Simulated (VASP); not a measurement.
Write the native input for VASP 6.6.1 that does the following.

| Property | Result |
| --- | --- |
| Task | single point |
| Functional | PBE |
| Potentials or basis | VASP PAW PBE potentials, release 64 (Na_pv, Cl) |
| Cutoff | 500 eV |
| k mesh | 8 × 8 × 8 |
| Occupations | fermi-dirac, width 0.02 eV |
| Spin | no spin polarisation |
| Dipole correction | no |
| Further INCAR settings | ALGO = Normal; EDIFF = 1e-06; NBANDS = 14 |

The structure of NaCl lies in POSCAR:

```
NaCl
1.0
    2.9160926721      0.0000000000      0.0000000000
    0.0000000000      2.9160926721      0.0000000000
    0.0000000000      0.0000000000      2.9160926721
Na Cl
1 1
Direct
    0.0000000000      0.0000000000      0.0000000000
    0.5000000000      0.5000000000      0.5000000000
```

The input as run:

INCAR

```
SYSTEM = NaCl
PREC     = Accurate       ! precision mode
ENCUT    = 500            ! plane-wave cutoff, eV
EDIFF    = 1E-6           ! SCF threshold, eV
ISMEAR   = -1             ! smearing method
SIGMA    = 0.02           ! smearing width, eV
LREAL    = .False.        ! projectors in reciprocal space
LASPH    = .True.         ! aspherical terms in the spheres
NELM     = 120            ! most SCF steps
ALGO     = Normal         ! electronic algorithm
ISIF     = 2              ! what is computed and relaxed
LWAVE    = .False.        ! write WAVECAR
LCHARG   = .True.         ! write CHGCAR
GGA      = PE             ! functional
LELF     = .True.         ! ELF
LVHAR    = .True.       
NBANDS   = 14             ! bands
GGA_COMPAT= .False.
```

KPOINTS

```
regular mesh
0
Gamma
  8 8 8
  0 0 0
```

Potentials or basis: VASP PAW PBE potentials, release 64 (Na_pv, Cl).

Launch:

```sh
$ cat potpaw_PBE.64/Na_pv/POTCAR potpaw_PBE.64/Cl/POTCAR > POTCAR
$ mpirun -np 1 vasp_std > vasp.out
```

Results of the run:

The pressure is 51.5 GPa and the band gap on the k mesh is 4.64 eV.

Caveat: the cell stands under pressure.

It took 24 s on 1 thread of AMD EPYC 7571 (shared host), peak memory 0.1 GiB.
